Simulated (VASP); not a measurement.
# Cu in VASP: notebook, part 2 of 2

VASP 6.6.1. The steps go on from the part before.

### Step 4. Single point, PBE (strain -0.080 along x and y, -0.040 along z)

File INCAR:

```
ALGO     = Normal         # electronic algorithm
EDIFF    = 1E-6           # SCF threshold, eV
ENCUT    = 520            # plane-wave cutoff, eV
GGA      = PE             # functional
ISIF     = 2              # what is computed and relaxed
ISMEAR   = 0              # smearing method
LASPH    = True           # aspherical terms in the spheres
LCHARG   = False          # write CHGCAR
LREAL    = False          # projectors in reciprocal space
LWAVE    = False          # write WAVECAR
NBANDS   = 12             # bands
NELM     = 60             # most SCF steps
PREC     = Accurate       # precision mode
SIGMA    = 0.15           # smearing width, eV
```

File KPOINTS:

```
k-points
0
Gamma
  22 22 22
```

File POSCAR:

```
Cu
1.0
    0.0000000000      1.6629000000      1.7352000000
    1.6629000000      0.0000000000      1.7352000000
    1.6629000000      1.6629000000      0.0000000000
Cu
1
Direct
    0.0000000000      0.0000000000      0.0000000000
```

Potentials or basis: VASP PAW PBE potentials, release 64 (Cu).

Launch:

```
> cat potpaw_PBE.64/Cu/POTCAR > POTCAR
> mpirun -np 1 vasp_std > vasp.out
```

OUTCAR:

```text
EDIFF = 1E-6
   ENCUT = 520
   GGA = PE
   ISIF = 2
   ISMEAR = 0
   LASPH = True
   LREAL = False
   NELM = 60
   PREC = Accurate

 ion  position               nearest neighbor table
   1  0.000  0.000  0.000-

  LATTYP: Found a body centered tetragonal cell.
 ALAT       =     2.3516957329
 C/A-ratio  =     1.4757011086

  Lattice vectors:

 A1 = (  -1.6629000000,   0.0000000000,   1.7352000000)
 A2 = (   1.6629000000,   0.0000000000,   1.7352000000)
 A3 = (   0.0000000000,   1.6629000000,  -1.7352000000)

Analysis of symmetry for initial positions (statically):
=====================================================================
 Subroutine PRICEL returns:
 Original cell was already a primitive cell.

 Routine SETGRP: Setting up the symmetry group for a
 body centered tetragonal supercell.

 Subroutine GETGRP returns: Found 16 space group operations
 (whereof 16 operations were pure point group operations)
 out of a pool of 16 trial point group operations.

The static configuration has the point symmetry D_4h.

Analysis of symmetry for dynamics (positions and initial velocities):
=====================================================================
 Subroutine PRICEL returns:
 Original cell was already a primitive cell.

 Routine SETGRP: Setting up the symmetry group for a
 body centered tetragonal supercell.

 Subroutine GETGRP returns: Found 16 space group operations
 (whereof 16 operations were pure point group operations)
 out of a pool of 16 trial point group operations.

The dynamic configuration has the point symmetry D_4h.

 Subroutine INISYM returns: Found 16 space group operations
 (whereof 16 operations are pure point group operations),
 and found     1 'primitive' translations

----------------------------------------------------------------------------------------

                                     Primitive cell

  volume of cell :       9.5965

  direct lattice vectors                    reciprocal lattice vectors
     0.000000000  1.662900000  1.735200000    -0.300679536  0.300679536  0.288151222
     1.662900000  0.000000000  1.735200000     0.300679536 -0.300679536  0.288151222
     1.662900000  1.662900000  0.000000000     0.300679536  0.300679536 -0.288151222

  length of vectors
     2.403363362  2.403363362  2.351695733     0.513660874  0.513660874  0.513660874

  position of ions in fractional coordinates (direct lattice)
     0.000000000  0.000000000  0.000000000

  ion indices of the primitive-cell ions
   primitive index   ion index
                 1           1

----------------------------------------------------------------------------------------

 KPOINTS: k-points

Automatic generation of k-mesh.
 Grid dimensions read from file:
 generate k-points for:   22   22   22

 Generating k-lattice:

  Cartesian coordinates                     Fractional coordinates (reciprocal lattice)
    -0.013667252  0.013667252  0.013097783     0.045454545  0.000000000  0.000000000
     0.013667252 -0.013667252  0.013097783     0.000000000  0.045454545  0.000000000
     0.013667252  0.013667252 -0.013097783     0.000000000  0.000000000  0.045454545

  Length of vectors
     0.023348222  0.023348222  0.023348222

  Shift w.r.t. Gamma in fractional coordinates (k-lattice)
     0.000000000  0.000000000  0.000000000

 Subroutine IBZKPT returns following result:
 ===========================================

 Found    834 irreducible k-points:

 Following reciprocal coordinates:
            Coordinates               Weight
  0.000000  0.000000  0.000000      1.000000
  0.045455  0.000000  0.000000      8.000000
  0.090909  0.000000  0.000000      8.000000
  0.136364  0.000000  0.000000      8.000000
  0.181818  0.000000  0.000000      8.000000
  0.227273  0.000000  0.000000      8.000000
[... 16 lines left out ...]
  0.500000  0.045455  0.000000      8.000000
 -0.454545  0.045455  0.000000      8.000000
 [... further k-points ...]
   k-points           NKPTS =    834   k-points in BZ     NKDIM =    834   number of bands    NBANDS=     12
   number of dos      NEDOS =    301   number of ions     NIONS =      1
   total plane-waves  NPLWV =   5832
   dimension x,y,z NGX =    18 NGY =   18 NGZ =   18
   dimension x,y,z NGXF=    36 NGYF=   36 NGZF=   36
   ions per type =               1
   NGX,Y,Z   is equivalent  to a cutoff of  12.45, 12.45, 12.72 a.u.
   NGXF,Y,Z  is equivalent  to a cutoff of  24.90, 24.90, 25.45 a.u.
 SYSTEM =  unknown system
   PREC   = accura    normal or accurate (medium, high low for compatibility)
   ISTART =      0    job   : 0-new  1-cont  2-samecut
   ICHARG =      2    charge: 1-file 2-atom 10-const
   ISPIN  =      1    spin polarized calculation?
   LNONCOLLINEAR =      F non collinear calculations
   LSORBIT =      F    spin-orbit coupling
   LASPH  =      T    aspherical Exc in radial PAW
   ENCUT  =  520.0 eV  38.22 Ry    6.18 a.u.   4.47  4.47  4.37*2*pi/ulx,y,z
   NELM   =     60;   NELMIN=  2; NELMDL= -5     # of ELM steps
   EDIFF  = 0.1E-05   stopping-criterion for ELM
   LREAL  =      F    real-space projection
   EDIFFG = 0.1E-04   stopping-criterion for IOM
   NSW    =      0    number of steps for IOM
   IBRION =     -1    ionic relax: 0-MD 1-quasi-New 2-CG
   NFREE  =      0    steps in history (QN), initial steepest desc. (CG)
   ISIF   =      2    stress and relaxation
   ISYM   =      2    0-nonsym 1-usesym 2-fastsym
   POTIM  = 0.5000    time-step for ionic-motion
   TEBEG  =    0.0;   TEEND  =   0.0 temperature during run
   PSTRESS=    0.0 pullay stress
   NELECT =      11.0000    total number of electrons
   NUPDOWN=      -1.0000    fix difference up-down
   EMIN   =  10.00;   EMAX   =-10.00  energy-range for DOS
   EFERMI =   0.00;   METHOD = LEGACY
   ISMEAR =     0;   SIGMA  =   0.15  broadening in eV -4-tet -1-fermi 0-gaus
   EFERMI_NEDOS =   21; number of points for ismear=-14 and -15
   IALGO  =     38    algorithm
   IMIX   =      4    mixing-type and parameters
     AMIX     =   0.40;   BMIX     =  1.00
     AMIX_MAG =   1.60;   BMIX_MAG =  1.00
  volume/ion in A,a.u.               =       9.60        64.76
  Fermi-wavevector in a.u.,A,eV,Ry     =   1.713307  3.237680 39.938814  2.935420
  Thomas-Fermi vector in A             =   2.791075
   LORBIT       =      0    0 simple, 1 ext, 2 COOP (PROOUT), +10 PAW based schemes
   GGA     = PE    functional components
   LHFCALC =     F    Hartree Fock is set to
   AEXX    =    0.0000 exact exchange contribution
   IVDW    =     0    specifies the selected vdW correction
   LEPSILON=     F    determine dielectric tensor
   LRPA    =     F    only Hartree local field effects (RPA)
 non-spin polarized calculation
 Gauss-broadening in eV      SIGMA  =   0.15
  energy-cutoff  :      520.00
  volume of cell :        9.60
 maximum number of plane-waves:       274
 NGX is ok and might be reduce to    18
   NGX =  9   NGY =  9   NGZ =  9

 number of electron      11.0000005 magnetization

 Free energy of the ion-electron system (eV)
  ---------------------------------------------------
  ext. energy  EPLUGINS =         0.00000000
  ---------------------------------------------------
  free energy    TOTEN  =        -3.39882444 eV

  energy without entropy =       -3.39606342  energy(sigma->0) =       -3.39744393

 E-fermi :  10.5367     XC(G=0): -13.9780

 val. band max:       10.5146299579   @ k =   0.5000   0.3636   0.1364
 cond. band min:      10.5465104489   @ k =   0.4545   0.0455   0.4091
 fundamental gap:      0.0318804910
 Fermi energy:        10.5366733253

 k-point     1 :       0.0000    0.0000    0.0000
  band No.  band energies     occupation
      1      -0.5888      2.00000
      2       6.5243      2.00000
      3       6.8091      2.00000
      4       6.8091      2.00000
      5       7.6921      2.00000
      6       7.9821      2.00000
      7      34.7181      0.00000
      8      38.6623      0.00000
      9      39.1977      0.00000
     10      39.1977      0.00000
     11      41.8485      0.00000
     12      41.8485      0.00000
[... 331 lines left out ...]
 k-point    24 :      -0.4545    0.0455    0.0000
  band No.  band energies     occupation
      1       4.1030      2.00000
      2       6.4952      2.00000
      3       6.8272      2.00000
      4       8.0479      2.00000
      5       8.5342      2.00000
      6       9.3774      2.00000
      7      15.6585      0.00000
      8      31.8594      0.00000
      9      35.1487      0.00000
     10      36.4713      0.00000
     11      39.2853      0.00000
     12      39.8693      0.00000

 [... further k-points ...]

------------------------ aborting loop because EDIFF is reached ----------------------------------------

  FORCE on cell =-STRESS in cart. coord.  units (eV):
  Direction    XX          YY          ZZ          XY          YZ          ZX
  --------------------------------------------------------------------------------------
  -------------------------------------------------------------------------------------
  Total        3.3585995      3.3585995      3.0541083      0.0000000      0.0000000      0.0000000
  in kB      560.7341444    560.7341444    509.8978883      0.0000000      0.0000000      0.0000000
  external PRESSURE =     543.7887257 kB  Pullay stress =       0.0000000 kB

 VOLUME and BASIS-vectors are now :
 -----------------------------------------------------------------------------
  energy-cutoff  :      520.00
  volume of cell :        9.60
      direct lattice vectors                 reciprocal lattice vectors
     0.000000000  1.662900000  1.735200000    -0.300679536  0.300679536  0.288151222
     1.662900000  0.000000000  1.735200000     0.300679536 -0.300679536  0.288151222
     1.662900000  1.662900000  0.000000000     0.300679536  0.300679536 -0.288151222

 POSITION                                       TOTAL-FORCE (eV/Angst)
 -----------------------------------------------------------------------------------
      0.00000      0.00000      0.00000         0.000000     -0.000000      0.000000
 -----------------------------------------------------------------------------------
    total drift:                               -0.000000      0.000000      0.000000

  FREE ENERGIE OF THE ION-ELECTRON SYSTEM (eV)
  ---------------------------------------------------
  free  energy   TOTEN  =        -3.3988244445 eV

  energy  without entropy=       -3.3960634196  energy(sigma->0) =       -3.39744393
```

Wall time 34 s (1 thread of Intel Xeon 6975P-C (Granite Rapids), shared host); peak memory 0.19 GiB.

What came out:

* Free energy: -3.3988 eV
* Pressure: 54.4 GPa

Caveat: the cell differs from its parent crystal (strain -0.080 along x and y, -0.040 along z).

### Step 5. Single point, PBE (strain -0.080 along x and y, +0.000 along z)

File INCAR:

```
  PREC = Accurate
  ENCUT = 520
  EDIFF = 1E-6
  ISMEAR = 0
  SIGMA = 0.15
  LREAL = False
  LASPH = True
  NELM = 80
  ALGO = Normal
  ISIF = 2
  LWAVE = False
  LCHARG = False
  GGA = PE
  NBANDS = 12
```

File KPOINTS:

```
Automatic mesh
0
Gamma
  22 22 22
```

File POSCAR:

```
Cu
1.0
    0.0000000000      1.6629000000      1.8075000000
    1.6629000000      0.0000000000      1.8075000000
    1.6629000000      1.6629000000      0.0000000000
Cu
1
Direct
    0.0000000000      0.0000000000      0.0000000000
```

Launch:

```
> cat potpaw_PBE.64/Cu/POTCAR > POTCAR
> mpirun -np 1 vasp_std > vasp.out
```

Wall time 32 s (1 thread of Intel Xeon 6975P-C (Granite Rapids), shared host); peak memory 0.2 GiB.

It converged, with:

- Free energy: -3.5038 eV
- Pressure: 40.5 GPa

Stress tensor (GPa, compression positive):
```
44.00  0.00  0.00
 0.00 44.00  0.00
 0.00  0.00 33.54
```

Levels at points of the mesh, in eV from the Fermi level:
| k point | band 3 | band 4 | band 5 | band 6 | band 7 | band 8 | band 9 | band 10 |
| --- | --- | --- | --- | --- | --- | --- | --- | --- |
| (0.00, 0.00, 0.00) | -3.47 | -3.47 | -2.90 | -2.35 | 23.99 | 27.27 | 28.16 | 28.16 |
| (0.50, 0.00, 0.00) | -3.46 | -1.96 | -1.78 | -1.56 | 4.65 | 20.98 | 24.71 | 26.09 |
| (0.50, 0.50, 0.00) | -1.86 | -1.71 | -1.71 | 0.04 | 6.78 | 15.87 | 15.87 | 20.60 |
| (0.50, 0.00, 0.50) | -1.93 | -1.87 | -1.49 | 2.02 | 9.09 | 13.73 | 13.75 | 18.80 |

Caveat: the cell differs from its parent crystal (strain -0.080 along x and y, +0.000 along z).

### Step 6. Single point, PBE (strain -0.040 along x and y, -0.080 along z)

File INCAR:

```
PREC     = Accurate       # precision mode
ENCUT    = 520            # plane-wave cutoff, eV
EDIFF    = 1E-7           # SCF threshold, eV
ISMEAR   = 0              # smearing method
SIGMA    = 0.15           # smearing width, eV
LREAL    = F              # projectors in reciprocal space
LASPH    = T              # aspherical terms in the spheres
NELM     = 100            # most SCF steps
ALGO     = Normal         # electronic algorithm
ISIF     = 2              # what is computed and relaxed
LWAVE    = F              # write WAVECAR
LCHARG   = T              # write CHGCAR
GGA      = PE             # functional
LELF     = T              # ELF
LVHAR    = T            
NBANDS   = 12             # bands
```

KPOINTS is that of step 5.

File POSCAR:

```
Cu
1.0
    0.0000000000      1.7352000000      1.6629000000
    1.7352000000      0.0000000000      1.6629000000
    1.7352000000      1.7352000000      0.0000000000
Cu
1
Direct
    0.0000000000      0.0000000000      0.0000000000
```

Potentials or basis: VASP PAW PBE potentials, release 64 (Cu).

Launch:

```
> cat potpaw_PBE.64/Cu/POTCAR > POTCAR
> mpirun -np 1 vasp_std > vasp.out
```

Run time: 35 s. Hardware: 1 thread of Intel Xeon 6975P-C (Granite Rapids), shared host; peak memory 0.2 GiB.

Results (log left out):

* Free energy: -3.5215 eV
* Pressure: 39.6 GPa

Stress tensor (GPa, compression positive):
```
38.52  0.00  0.00
 0.00 38.52  0.00
 0.00  0.00 41.71
```

Levels at points of the mesh, in eV from the Fermi level:
```tsv
k point	band 4	band 5	band 6	band 7	band 8	band 9
(0.00, 0.00, 0.00)	-3.47	-2.71	-2.46	23.88	27.68	27.68
(0.50, 0.00, 0.00)	-1.90	-1.79	-1.55	4.63	22.02	23.97
(0.50, 0.50, 0.00)	-1.65	-1.65	2.06	9.11	13.64	13.64
(0.50, 0.00, 0.50)	-1.75	-1.59	0.99	7.90	14.76	14.79
```

Caveat: the cell differs from its parent crystal (strain -0.040 along x and y, -0.080 along z).

### Step 7. Single point, PBE (strain +0.000 along x and y, +0.080 along z)

File INCAR:

```
PREC = Accurate ; ENCUT = 520
EDIFF = 1E-6 ; ISMEAR = 0
SIGMA = 0.15 ; LREAL = False
LASPH = True ; NELM = 60
ALGO = Fast ; ISIF = 2
LWAVE = False ; LCHARG = False
GGA = PE ; NBANDS = 12
```

KPOINTS is that of step 6.

File POSCAR:

```
Cu
1.0
    0.0000000000      1.8075000000      1.9521000000
    1.8075000000      0.0000000000      1.9521000000
    1.8075000000      1.8075000000      0.0000000000
Cu
1
Direct
    0.0000000000      0.0000000000      0.0000000000
```

Potentials or basis: VASP PAW PBE potentials, release 64 (Cu).

Launch:

```
> cat potpaw_PBE.64/Cu/POTCAR > POTCAR
> mpirun -np 1 vasp_std > vasp.out
```

OUTCAR:

```text
PREC = Accurate
   ENCUT = 520
   EDIFF = 1E-6
   ISMEAR = 0
   LREAL = False
   LASPH = True
   NELM = 60
   ISIF = 2
   GGA = PE

 ion  position               nearest neighbor table
   1  0.000  0.000  0.000-

  LATTYP: Found a body centered tetragonal cell.
 ALAT       =     2.5561910140
 C/A-ratio  =     1.5273506474

  Lattice vectors:

 A1 = (  -1.8075000000,   0.0000000000,   1.9521000000)
 A2 = (   1.8075000000,   0.0000000000,   1.9521000000)
 A3 = (   0.0000000000,   1.8075000000,  -1.9521000000)

Analysis of symmetry for initial positions (statically):
=====================================================================
 Subroutine PRICEL returns:
 Original cell was already a primitive cell.

 Routine SETGRP: Setting up the symmetry group for a
 body centered tetragonal supercell.

 Subroutine GETGRP returns: Found 16 space group operations
 (whereof 16 operations were pure point group operations)
 out of a pool of 16 trial point group operations.

The static configuration has the point symmetry D_4h.

[... 166 lines left out ...]
 k-point     1 :       0.0000    0.0000    0.0000
  band No.  band energies     occupation
      1      -2.1105      2.00000
      2       3.6388      2.00000
      3       3.9925      2.00000
      4       3.9925      2.00000
      5       4.4070      2.00000
      6       4.7540      2.00000
      7      28.7505      0.00000
      8      30.7025      0.00000
      9      30.7967      0.00000
     10      30.7967      0.00000
     11      33.1880      0.00000
     12      33.2619      0.00000
[... 331 lines left out ...]
 k-point    24 :      -0.4545    0.0455    0.0000
  band No.  band energies     occupation
      1       2.0341      2.00000
      2       3.6649      2.00000
      3       4.0206      2.00000
      4       4.8978      2.00000
      5       5.0195      2.00000
      6       6.0722      2.00000
      7      10.3156      0.00000
      8      24.2628      0.00000
      9      28.3815      0.00000
     10      28.6691      0.00000
     11      30.5275      0.00000
     12      32.0320      0.00000

 [... further k-points ...]

------------------------ aborting loop because EDIFF is reached ----------------------------------------

  FORCE on cell =-STRESS in cart. coord.  units (eV):
  Direction    XX          YY          ZZ          XY          YZ          ZX
  --------------------------------------------------------------------------------------
  -------------------------------------------------------------------------------------
  Total       -0.4290857     -0.4290857     -0.8048779      0.0000000     -0.0000000      0.0000000
  in kB      -53.8971724    -53.8971724   -101.1001788      0.0000000     -0.0000000      0.0000000
  external PRESSURE =     -69.6315079 kB  Pullay stress =       0.0000000 kB

 VOLUME and BASIS-vectors are now :
 -----------------------------------------------------------------------------
  energy-cutoff  :      520.00
  volume of cell :       12.76
      direct lattice vectors                 reciprocal lattice vectors
     0.000000000  1.807500000  1.952100000    -0.276625173  0.276625173  0.256134419
     1.807500000  0.000000000  1.952100000     0.276625173 -0.276625173  0.256134419
     1.807500000  1.807500000  0.000000000     0.276625173  0.276625173 -0.256134419

 POSITION                                       TOTAL-FORCE (eV/Angst)
 -----------------------------------------------------------------------------------
      0.00000      0.00000      0.00000        -0.000000      0.000000     -0.000000
 -----------------------------------------------------------------------------------
    total drift:                                0.000000      0.000000      0.000000

  FREE ENERGIE OF THE ION-ELECTRON SYSTEM (eV)
  ---------------------------------------------------
  free  energy   TOTEN  =        -3.7039326911 eV

  energy  without entropy=       -3.7008177172  energy(sigma->0) =       -3.70237520
```

stdout:

```text
POSCAR found type information on POSCAR Cu
 POSCAR found :  1 types and       1 ions
 scaLAPACK will be used
 LDA part: xc-table for (Slater+PW92), standard interpolation
 POSCAR, INCAR and KPOINTS ok, starting setup
 FFT: planning ... GRIDC
 FFT: planning ... GRID_SOFT
 FFT: planning ... GRID
 WAVECAR not read
 entering main loop
WARNING in EDDRMM: call to ZHEGV failed, returncode =   6  3     11
WARNING in EDDRMM: call to ZHEGV failed, returncode =   6  3     11
WARNING in EDDRMM: call to ZHEGV failed, returncode =   6  3     10
```

Run time: 49 s. Hardware: 1 thread of Intel Xeon 6975P-C (Granite Rapids), shared host; peak memory 0.22 GiB.

Results:

- Free energy: -3.7039 eV
- Pressure: -7.0 GPa

Caveat: the cell differs from its parent crystal (strain +0.000 along x and y, +0.080 along z).

### Step 8. Summary

```tsv
cell	gap on the mesh (eV)	pressure (GPa)
a = 2.352 Å, angles 60.0°, 1 atom	none	71.8
a = 2.761 Å, angles 60.0°, 1 atom	none	-16.9
a = 2.403, b = 2.403, c = 2.352 Å, angles 60.7, 60.7, 58.6°, 1 atom	none	54.4
a = 2.456, b = 2.456, c = 2.352 Å, angles 61.4, 61.4, 57.2°, 1 atom	none	40.5
a = 2.403, b = 2.403, c = 2.454 Å, angles 59.3, 59.3, 61.4°, 1 atom	none	39.6
a = 2.660, b = 2.660, c = 2.556 Å, angles 61.3, 61.3, 57.4°, 1 atom	none	-7.0
```

Alike in all rows: task single point; level PBE; potentials or basis VASP PAW PBE potentials, release 64 (Cu); no spin polarisation; k mesh 22 × 22 × 22; cutoff (eV) 520; smearing gaussian 0.15 eV.

Total energies depend on the potentials used, so only differences within one code and one set of settings carry meaning.
